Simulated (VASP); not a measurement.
# Bi (R-3m) in VASP: single point with LDA

Aim: the single point of Bi with LDA.

Program: VASP 6.6.1. These are calculated values, not measurements. Logs are shortened: lines on timing, memory, paths and dates and some standing lists are left out, and cuts for length are marked.

### 1 The cell of the first run

The structure is trigonal, space group R-3m (No. 166). The conventional cell has a = 4.546 Å, b = 4.546 Å, c = 12.099 Å, α = 90.00°, β = 90.00°, γ = 120.00°. Within 4.1 Å of Bi (site symmetry 3m) lie 6 Bi at 3.09 to 3.56 Å.

### 2 Single point, LDA (zz strain of +2 %)

Contents of INCAR:

```
SYSTEM = Bi
ALGO = Normal
EDIFF = 1E-6
ENCUT = 520
GGA = CA
ISIF = 2
ISMEAR = -1
LASPH = .True.
LCHARG = .False.
LREAL = .False.
LWAVE = .False.
NBANDS = 22
NELM = 60
PREC = Accurate
SIGMA = 0.03
```

Contents of KPOINTS:

```
k-points
0
Gamma
  11 11 11
  0 0 0
```

Contents of POSCAR:

```
Bi
1.0
    2.2729996784      1.3123169762      4.0330800000
   -2.2729996784      1.3123169762      4.0330800000
    0.0000000000     -2.6246339523      4.0330800000
Bi
2
Direct
    0.2338900000      0.2338900000      0.2338900000
    0.7661100000      0.7661100000      0.7661100000
```

Potentials or basis: VASP PAW LDA potentials, release 64 (Bi_d).

Launch:

```bash
cat potpaw_LDA.64/Bi_d/POTCAR > POTCAR
mpirun -np 1 vasp_std > vasp.out
```

OUTCAR:

```text
SYSTEM = Bi
   EDIFF = 1E-6
   ENCUT = 520
   GGA = CA
   ISIF = 2
   ISMEAR = -1
   LASPH = .True.
   LREAL = .False.
   NELM = 60
   PREC = Accurate

 ion  position               nearest neighbor table
   1  0.234  0.234  0.234-   2 3.09   2 3.09   2 3.09   2 3.56   2 3.56   2 3.56
   2  0.766  0.766  0.766-   1 3.09   1 3.09   1 3.09   1 3.56   1 3.56   1 3.56

  LATTYP: Found a trigonal (rhomboedric) cell.
 ALAT       =     4.8119058252
 COS(alpha) =     0.5537332747

  Lattice vectors:

 A1 = (   2.2729996784,   1.3123169762,   4.0330800000)
 A2 = (  -2.2729996784,   1.3123169762,   4.0330800000)
 A3 = (   0.0000000000,  -2.6246339523,   4.0330800000)

Analysis of symmetry for initial positions (statically):
=====================================================================
 Subroutine PRICEL returns:
 Original cell was already a primitive cell.

 Routine SETGRP: Setting up the symmetry group for a
 trigonal (rhombohedral) supercell.

 Subroutine GETGRP returns: Found 12 space group operations
 (whereof 12 operations were pure point group operations)
 out of a pool of 12 trial point group operations.

The static configuration has the point symmetry D_3d.

Analysis of symmetry for dynamics (positions and initial velocities):
=====================================================================
 Subroutine PRICEL returns:
 Original cell was already a primitive cell.

 Routine SETGRP: Setting up the symmetry group for a
 trigonal (rhombohedral) supercell.

 Subroutine GETGRP returns: Found 12 space group operations
 (whereof 12 operations were pure point group operations)
 out of a pool of 12 trial point group operations.

The dynamic configuration has the point symmetry D_3d.

 Subroutine INISYM returns: Found 12 space group operations
 (whereof 12 operations are pure point group operations),
 and found     1 'primitive' translations

----------------------------------------------------------------------------------------

                                     Primitive cell

  volume of cell :      72.1816

  direct lattice vectors                    reciprocal lattice vectors
     2.272999678  1.312316976  4.033080000     0.219973634  0.127001837  0.082649819
    -2.272999678  1.312316976  4.033080000    -0.219973634  0.127001837  0.082649819
     0.000000000 -2.624633952  4.033080000     0.000000000 -0.254003674  0.082649819

  length of vectors
     4.811905825  4.811905825  4.811905825     0.267112072  0.267112072  0.267112072

  position of ions in fractional coordinates (direct lattice)
     0.233890000  0.233890000  0.233890000
     0.766110000  0.766110000  0.766110000

  ion indices of the primitive-cell ions
   primitive index   ion index
                 1           1
                 2           2

----------------------------------------------------------------------------------------

 KPOINTS: k-points

Automatic generation of k-mesh.
 Grid dimensions read from file:
 generate k-points for:   11   11   11

 Generating k-lattice:

  Cartesian coordinates                     Fractional coordinates (reciprocal lattice)
     0.019997603  0.011545622  0.007513620     0.090909091 -0.000000000 -0.000000000
    -0.019997603  0.011545622  0.007513620    -0.000000000  0.090909091 -0.000000000
     0.000000000 -0.023091243  0.007513620     0.000000000  0.000000000  0.090909091

  Length of vectors
     0.024282916  0.024282916  0.024282916

  Shift w.r.t. Gamma in fractional coordinates (k-lattice)
     0.000000000  0.000000000  0.000000000

 Subroutine IBZKPT returns following result:
 ===========================================

 Found    146 irreducible k-points:

 Following reciprocal coordinates:
            Coordinates               Weight
  0.000000  0.000000  0.000000      1.000000
  0.090909 -0.000000 -0.000000      6.000000
  0.181818 -0.000000 -0.000000      6.000000
  0.272727  0.000000 -0.000000      6.000000
  0.363636 -0.000000 -0.000000      6.000000
  0.454545 -0.000000 -0.000000      6.000000
[... 16 lines left out ...]
 -0.272727  0.181818  0.000000     12.000000
 -0.181818  0.181818  0.000000      6.000000
 [... further k-points ...]
   k-points           NKPTS =    146   k-points in BZ     NKDIM =    146   number of bands    NBANDS=     22
   number of dos      NEDOS =    301   number of ions     NIONS =      2
   total plane-waves  NPLWV =  46656
   dimension x,y,z NGX =    36 NGY =   36 NGZ =   36
   dimension x,y,z NGXF=    72 NGYF=   72 NGZF=   72
   ions per type =               2
   NGX,Y,Z   is equivalent  to a cutoff of  12.44, 12.44, 12.44 a.u.
   NGXF,Y,Z  is equivalent  to a cutoff of  24.88, 24.88, 24.88 a.u.
 SYSTEM =  Bi
   PREC   = accura    normal or accurate (medium, high low for compatibility)
   ISTART =      0    job   : 0-new  1-cont  2-samecut
   ICHARG =      2    charge: 1-file 2-atom 10-const
   ISPIN  =      1    spin polarized calculation?
   LNONCOLLINEAR =      F non collinear calculations
   LSORBIT =      F    spin-orbit coupling
   LASPH  =      T    aspherical Exc in radial PAW
   ENCUT  =  520.0 eV  38.22 Ry    6.18 a.u.   8.95  8.95  8.95*2*pi/ulx,y,z
   NELM   =     60;   NELMIN=  2; NELMDL= -5     # of ELM steps
   EDIFF  = 0.1E-05   stopping-criterion for ELM
   LREAL  =      F    real-space projection
   EDIFFG = 0.1E-04   stopping-criterion for IOM
   NSW    =      0    number of steps for IOM
   IBRION =     -1    ionic relax: 0-MD 1-quasi-New 2-CG
   NFREE  =      0    steps in history (QN), initial steepest desc. (CG)
   ISIF   =      2    stress and relaxation
   ISYM   =      2    0-nonsym 1-usesym 2-fastsym
   POTIM  = 0.5000    time-step for ionic-motion
   TEBEG  =    0.0;   TEEND  =   0.0 temperature during run
   PSTRESS=    0.0 pullay stress
   NELECT =      30.0000    total number of electrons
   NUPDOWN=      -1.0000    fix difference up-down
   EMIN   =  10.00;   EMAX   =-10.00  energy-range for DOS
   EFERMI =   0.00;   METHOD = LEGACY
   ISMEAR =    -1;   SIGMA  =   0.03  broadening in eV -4-tet -1-fermi 0-gaus
   EFERMI_NEDOS =   21; number of points for ismear=-14 and -15
   IALGO  =     38    algorithm
   IMIX   =      4    mixing-type and parameters
     AMIX     =   0.40;   BMIX     =  1.00
     AMIX_MAG =   1.60;   BMIX_MAG =  1.00
  volume/ion in A,a.u.               =      36.09       243.55
  Fermi-wavevector in a.u.,A,eV,Ry     =   1.221724  2.308724 20.308193  1.492610
  Thomas-Fermi vector in A             =   2.356896
   LORBIT       =      0    0 simple, 1 ext, 2 COOP (PROOUT), +10 PAW based schemes
   GGA     = CA    functional components
   LHFCALC =     F    Hartree Fock is set to
   AEXX    =    0.0000 exact exchange contribution
   IVDW    =     0    specifies the selected vdW correction
   LEPSILON=     F    determine dielectric tensor
   LRPA    =     F    only Hartree local field effects (RPA)
 non-spin polarized calculation
  energy-cutoff  :      520.00
  volume of cell :       72.18
 maximum number of plane-waves:      1980
   NGX = 17   NGY = 17   NGZ = 17

 number of electron      29.9999998 magnetization

 Free energy of the ion-electron system (eV)
  ---------------------------------------------------
  ext. energy  EPLUGINS =         0.00000000
  ---------------------------------------------------
  free energy    TOTEN  =        -9.08646357 eV

  energy without entropy =       -9.08578850  energy(sigma->0) =       -9.08612604

 E-fermi :   5.7821     XC(G=0):  -9.6814

 val. band max:        5.7747950737   @ k =   0.3636   0.1818   0.1818
 cond. band min:       5.9059363681   @ k =   0.4545   0.0909   0.0909
 fundamental gap:      0.1311412943
 Fermi energy:         5.7821184043

 k-point     1 :       0.0000    0.0000    0.0000
  band No.  band energies     occupation
      1     -17.0383      2.00000
      2     -17.0383      2.00000
      3     -16.8927      2.00000
      4     -16.8927      2.00000
      5     -16.8806      2.00000
      6     -16.7201      2.00000
[... 14 lines left out ...]
     21      11.6902      0.00000
     22      11.7895      0.00000

 k-point     2 :       0.0909   -0.0000   -0.0000
  band No.  band energies     occupation
      1     -17.0328      2.00000
      2     -17.0310      2.00000
      3     -16.8904      2.00000
      4     -16.8884      2.00000
      5     -16.8769      2.00000
      6     -16.7235      2.00000
[... 14 lines left out ...]
     21      11.7670      0.00000
     22      12.4766      0.00000

 k-point     3 :       0.1818   -0.0000   -0.0000
  band No.  band energies     occupation
      1     -17.0172      2.00000
      2     -17.0096      2.00000
      3     -16.8844      2.00000
      4     -16.8759      2.00000
      5     -16.8653      2.00000
      6     -16.7346      2.00000
[... 14 lines left out ...]
     21      12.1219      0.00000
     22      13.8522      0.00000

 k-point     4 :       0.2727    0.0000   -0.0000
  band No.  band energies     occupation
      1     -16.9943      2.00000
      2     -16.9761      2.00000
      3     -16.8768      2.00000
      4     -16.8569      2.00000
      5     -16.8465      2.00000
      6     -16.7545      2.00000
[... 14 lines left out ...]
     21      12.8090      0.00000
     22      15.3792      0.00000

 k-point     5 :       0.3636   -0.0000   -0.0000
  band No.  band energies     occupation
      1     -16.9697      2.00000
      2     -16.9338      2.00000
      3     -16.8693      2.00000
      4     -16.8339      2.00000
      5     -16.8239      2.00000
      6     -16.7812      2.00000
[... 417 lines left out ...]
 k-point    22 :      -0.3636    0.1818    0.0000
  band No.  band energies     occupation
      1     -16.9791      2.00000
      2     -16.8649      2.00000
      3     -16.8536      2.00000
      4     -16.8477      2.00000
      5     -16.8179      2.00000
      6     -16.7917      2.00000
[... 14 lines left out ...]
     21      13.6827      0.00000
     22      15.8021      0.00000

 k-point    23 :      -0.2727    0.1818    0.0000
  band No.  band energies     occupation
      1     -16.9948      2.00000
      2     -16.8991      2.00000
      3     -16.8652      2.00000
      4     -16.8490      2.00000
      5     -16.8086      2.00000
      6     -16.7968      2.00000
[... 14 lines left out ...]
     21      14.5205      0.00000
     22      15.4163      0.00000

 k-point    24 :      -0.1818    0.1818    0.0000
  band No.  band energies     occupation
      1     -17.0094      2.00000
      2     -16.9424      2.00000
      3     -16.8735      2.00000
      4     -16.8644      2.00000
      5     -16.8239      2.00000
      6     -16.7768      2.00000
[... 14 lines left out ...]
     21      13.7328      0.00000
     22      14.3156      0.00000

 [... further k-points ...]

------------------------ aborting loop because EDIFF is reached ----------------------------------------

  FORCE on cell =-STRESS in cart. coord.  units (eV):
  Direction    XX          YY          ZZ          XY          YZ          ZX
  --------------------------------------------------------------------------------------
  -------------------------------------------------------------------------------------
  Total       -1.0856277     -1.0856277     -1.2190106      0.0000000     -0.0000000      0.0000000
  in kB      -24.0971278    -24.0971278    -27.0577610      0.0000000     -0.0000000      0.0000000
  external PRESSURE =     -25.0840055 kB  Pullay stress =       0.0000000 kB

 VOLUME and BASIS-vectors are now :
 -----------------------------------------------------------------------------
  energy-cutoff  :      520.00
  volume of cell :       72.18
      direct lattice vectors                 reciprocal lattice vectors
     2.272999678  1.312316976  4.033080000     0.219973634  0.127001837  0.082649819
    -2.272999678  1.312316976  4.033080000    -0.219973634  0.127001837  0.082649819
     0.000000000 -2.624633952  4.033080000     0.000000000 -0.254003674  0.082649819

 POSITION                                       TOTAL-FORCE (eV/Angst)
 -----------------------------------------------------------------------------------
      0.00000      0.00000      2.82989         0.000000     -0.000000     -0.064626
      0.00000      0.00000      9.26935         0.000000      0.000000      0.064626
 -----------------------------------------------------------------------------------
    total drift:                                0.000000     -0.000000      0.000000

  FREE ENERGIE OF THE ION-ELECTRON SYSTEM (eV)
  ---------------------------------------------------
  free  energy   TOTEN  =        -9.0864635665 eV

  energy  without entropy=       -9.0857885041  energy(sigma->0) =       -9.08612604
```

It took 5 min on 1 thread of Intel Xeon 8259CL, shared host; peak memory 0.3 GiB.

Results:

```
Free energy            : -9.0865 eV
Pressure               : -2.5 GPa
Largest force          : 0.065 eV/Å
Band gap on the k mesh : zero (bands 15 and 16 overlap by 0.09 eV)
```

Forces on the atoms (eV/Å):
```
Bi   0.000  0.000 -0.065
Bi   0.000  0.000  0.065
```

Levels at points of the mesh, in eV from the Fermi level:
```csv
k point,band 13,band 14,band 15,band 16,band 17,band 18
"(0.00, 0.00, 0.00)",-1.55,-1.10,-1.10,2.45,2.88,2.88
```

Caveat: the cell differs from its parent crystal (zz strain of +2 %); spin-orbit coupling is left out, which moves the levels of the heavy elements.

The gap in the log of VASP goes by the Fermi energy; the results here count the filled bands.